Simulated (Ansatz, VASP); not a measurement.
## Two plane-wave programs on HPbNO4

```
CELL_PARAMETERS angstrom
3.85404 0.14384 0.09012
-0.25320 5.52698 0.16471
-0.48197 -1.92720 5.72025
ATOMIC_POSITIONS crystal
H 0.10913 0.65718 0.54463
Pb 0.61029 0.52127 0.15100
N 0.91580 0.96263 0.95867
O 0.01384 0.13639 0.88084
O 0.72398 0.01057 0.12858
O 0.00389 0.73732 0.87043
O 0.11927 0.59324 0.37651
```

Alike in both runs: task single point; functional PBE0; k mesh 3 × 2 × 2; occupations fermi-dirac, width 0.05 eV; no spin polarisation.

|  | VASP | Ansatz |
| --- | --- | --- |
| version | VASP 6.6.1 | Ansatz 0.2.0 |
| potentials or method | VASP PAW PBE potentials, release 64 (H, Pb_d, N, O) | Ansatz PAW |
| plane-wave cutoff (eV) | 520 | 420 |
| valence electrons in the cell | 44 | 44 |

```csv
,VASP,Ansatz,Ansatz less VASP
gap on the k mesh at the Fermi level (eV),5.25,5.24,-0.005
least direct gap on the mesh (eV),5.39,5.38,-0.003
pressure (GPa),-2.8,-3.4,-0.60
"traceless stress, the component that is largest in VASP (GPa)",1.26,1.86,+0.601
rms of the force components (eV/Å),0.406,0.602,+0.1964
```

Atom by atom the forces differ by 0.199 eV/Å (rms over components). With one functional, cell and mesh, what is left measures potentials, basis and numerics.

The k mesh is coarse, so the values compare programs but aren't converged. Neither program's run includes spin-orbit coupling. Noted on VASP's run: the standard files for N, O and F lose accuracy on very short bonds. Noted on Ansatz's run: odd divisions of the mesh miss points on the zone boundary, where band edges often lie, so the gap on the mesh can be too wide.
